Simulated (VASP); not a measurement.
Runs of VASP 6.6.1 on Fe. The structure is that of space group I4/mmm (No. 139), or close to it. The cells are those of the table. 

```csv
task,cell,gap on the mesh (eV),pressure (GPa),moment (μB)
electric field gradients,"a = 2.799, b = 2.504, c = 2.485 Å, angles 68.3, 56.2, 55.6°, 1 atom",none,(b),2.22
electric field gradients,"a = 2.805, b = 2.518, c = 2.453 Å, angles 68.7, 56.8, 54.6°, 1 atom",none,-22.7,2.20
electric field gradients,"a = 2.763, b = 2.471, c = 2.453 Å, angles 68.3, 56.2, 55.6°, 1 atom",none,-18.8,2.14
electric field gradients,"a = 2.772, b = 2.479, c = 2.461 Å, angles 68.3, 56.2, 55.6°, 1 atom",none,(c),(a)
single point,"a = 2.817, b = 2.520, c = 2.501 Å, angles 68.3, 56.2, 55.6°, 1 atom",none,-26.0,2.26
```

Alike in all rows: level LDA; potentials or basis VASP PAW LDA potentials, release 64 (Fe); spin collinear, ferromagnetic start; k mesh 16 × 16 × 16; cutoff (eV) 520; smearing fermi-dirac 0.05 eV.

Task: Fill in the values left out.

Result: (a) 2.16; (b) -23.9; (c) -20.2.

Caveats: the cell stands under tension.

A gap of «none» marks levels without a gap at the run's occupations.
